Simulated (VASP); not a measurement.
Wanted: the native input for a VASP 6.6.1 run.

* Task: single point
* Functional: PBEsol
* Potentials or basis: VASP PAW PBE potentials, release 64 (Gd, N)
* Cutoff: 520 eV
* k mesh: 10 × 10 × 10
* Occupations: gaussian, width 0.05 eV
* Spin: collinear spin, ferromagnetic start
* Starting moments: [7.53, 0.0] μB
* Dipole correction: no
* Further INCAR settings: ALGO = Normal; EDIFF = 1e-06; NBANDS = 22

The structure of GdN lies in POSCAR:

```
GdN
1.0
    3.4000394482      0.0000000000      0.0000000000
   -1.7000197241      2.9445205360      0.0000000000
    0.0000000000      0.0000000000      3.0843131015
Gd N
1 1
Direct
    0.0000000000      0.0000000000      0.0000000000
    0.6666666667      0.3333333333      0.5000000000
```

These files were run (other wordings do the same):

INCAR

```
SYSTEM = GdN
PREC = Accurate
ENCUT = 520
EDIFF = 1E-6
ISMEAR = 0
SIGMA = 0.05
LREAL = .False.
LASPH = .True.
NELM = 150
ALGO = Normal
ISIF = 2
LWAVE = .False.
LCHARG = .False.
ISPIN = 2
MAGMOM = 7.53 0
LORBIT = 11
LMAXMIX = 6
GGA = PS
NBANDS = 22
```

KPOINTS

```
Automatic mesh
0
Gamma
  10 10 10
  0 0 0
```

Potentials or basis: VASP PAW PBE potentials, release 64 (Gd, N).

Run with:

```sh
$ cat potpaw_PBE.64/Gd/POTCAR potpaw_PBE.64/N/POTCAR > POTCAR
$ mpirun -np 1 vasp_std > vasp.out
```

Results of the run:

The pressure is -5.1 GPa, the band gap on the k mesh is zero (filled and empty bands overlap) and the net moment is 7.00 μB per cell. The site moments are Gd +6.80; N -0.05 μB. The valence electrons inside the program's atomic spheres are Gd 15.25; N 3.61.

Caveat: the cell stands under tension; the PAW data sets were made with another functional, which shifts forces and pressure a little; spin-orbit coupling is left out, which moves the levels of the heavy elements; a cell with one magnetic atom can't hold antiferromagnetic order, which such compounds often take; semilocal functionals describe open f shells poorly, which spoils levels, moments and volumes.

Wall time 3 min on 1 thread of Intel(R) Xeon(R) Platinum 8488C (Sapphire Rapids), on a shared host, peak memory 0.25 GiB.
